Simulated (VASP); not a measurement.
Wanted: the native input for a VASP 6.6.1 run.

| Property | Result |
| --- | --- |
| Task | relaxation of cell and atoms |
| Functional | PBEsol |
| Potentials or basis | VASP PAW PBE potentials, release 64 (Ga_d, As) |
| Cutoff | 600 eV |
| k mesh | 12 × 12 × 12 |
| Occupations | gaussian, width 0.01 eV |
| Spin | no spin polarisation |
| Target pressure | 16 GPa |
| Dipole correction | no |
| Further INCAR settings | ALGO = Normal; EDIFF = 1e-06; IBRION = 2; EDIFFG = -0.001; NSW = 80; ISIF = 3 |

The structure of GaAs lies in POSCAR:

```
GaAs
1.0
    0.0000000000      2.8295586673      2.8295586673
    2.8295586673      0.0000000000      2.8295586673
    2.8295586673      2.8295586673      0.0000000000
Ga As
1 1
Direct
    0.0000000000      0.0000000000      0.0000000000
    0.7500000000      0.7500000000      0.7500000000
```

One way to write it, as run:

INCAR

```
SYSTEM = GaAs
PREC     = Accurate       ! precision mode
ENCUT    = 600            ! plane-wave cutoff, eV
EDIFF    = 1E-6           ! SCF threshold, eV
ISMEAR   = 0              ! smearing method
SIGMA    = 0.01           ! smearing width, eV
LREAL    = .False.        ! projectors in reciprocal space
LASPH    = .True.         ! aspherical terms in the spheres
NELM     = 80             ! most SCF steps
ALGO     = Normal         ! electronic algorithm
ISIF     = 3              ! what is computed and relaxed
LWAVE    = .False.        ! write WAVECAR
LCHARG   = .False.        ! write CHGCAR
GGA      = PS             ! functional
IBRION   = 2              ! ionic algorithm
NSW      = 80             ! ionic steps
EDIFFG   = -0.001         ! ionic threshold
PSTRESS  = 160.0
```

KPOINTS

```
Automatic mesh
0
Gamma
  12 12 12
  0 0 0
```

Potentials or basis: VASP PAW PBE potentials, release 64 (Ga_d, As).

Command:

```console
$ cat potpaw_PBE.64/Ga_d/POTCAR potpaw_PBE.64/As/POTCAR > POTCAR
$ mpirun -np 1 vasp_std > vasp.out
```

It gave:

```yaml
Relaxed_volume: 19.35 Å³/atom
Relaxed_cell: a = 3.797 Å, b = 3.797 Å, c = 3.797 Å, α = 60.00°, β = 60.00°, γ = 60.00°
Space_group_after_relaxing_to_0.1_Å: F-43m (No. 216)
Energy_change_on_relaxing_the_run_minimises_the_enthalpy: +144.0 meV/atom
Ionic_steps: 9
Pressure_after_relaxing: 16.0 GPa
Band_gap_on_the_k_mesh: 1.01 eV (least direct gap 1.67 eV)
```

Caveat: the cell is relaxed towards a set pressure, so the run minimises the enthalpy, not the energy; the PAW data sets were made with another functional, which shifts forces and pressure a little.

It took 110 s on 1 thread of Intel(R) Xeon(R) 6975P-C (Granite Rapids) (shared host), peak memory 0.23 GiB.
